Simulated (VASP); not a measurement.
Input of a VASP 6.6.1 run:

File INCAR:

```
SYSTEM = Cd4H
  PREC = Accurate
  ENCUT = 520
  EDIFF = 1E-6
  ISMEAR = 0
  SIGMA = 0.1
  LREAL = .False.
  LASPH = .True.
  NELM = 100
  ALGO = Normal
  ISIF = 2
  LWAVE = .False.
  LCHARG = .False.
  GGA = PE
  NBANDS = 32
```

Contents of KPOINTS:

```
regular mesh
0
Gamma
  10 10 10
  0 0 0
```

The input POSCAR:

```
Cd4H
1.0
   -3.0097563949      3.0097563949      3.0097563949
    3.0097563949     -3.0097563949      3.0097563949
    3.0097563949      3.0097563949     -3.0097563949
Cd H
4 1
Direct
    0.0000000000      0.5908865654      0.0000000000
    0.4091134346      0.4091134346      0.4091134346
    0.0000000000      0.0000000000      0.5908865654
    0.5908865654      0.0000000000      0.0000000000
    0.0000000000      0.0000000000      0.0000000000
```

Potentials or basis: VASP PAW PBE potentials, release 64 (Cd, H).

Launch:

```console
$ cat potpaw_PBE.64/Cd/POTCAR potpaw_PBE.64/H/POTCAR > POTCAR
$ mpirun -np 1 vasp_std > vasp.out
```

Estimate the band gap on the k mesh.

zero (an odd number of electrons rules out a gap without spin polarisation).

Predict the pressure.

0.2 GPa.

Predict the largest force.

0.010 eV/Å.

Forces in eV/Å, atoms in the order of the input:
```
Cd  -0.006  0.006 -0.006
Cd   0.006  0.006  0.006
Cd  -0.006 -0.006  0.006
Cd   0.006 -0.006 -0.006
H    0.000  0.000  0.000
```
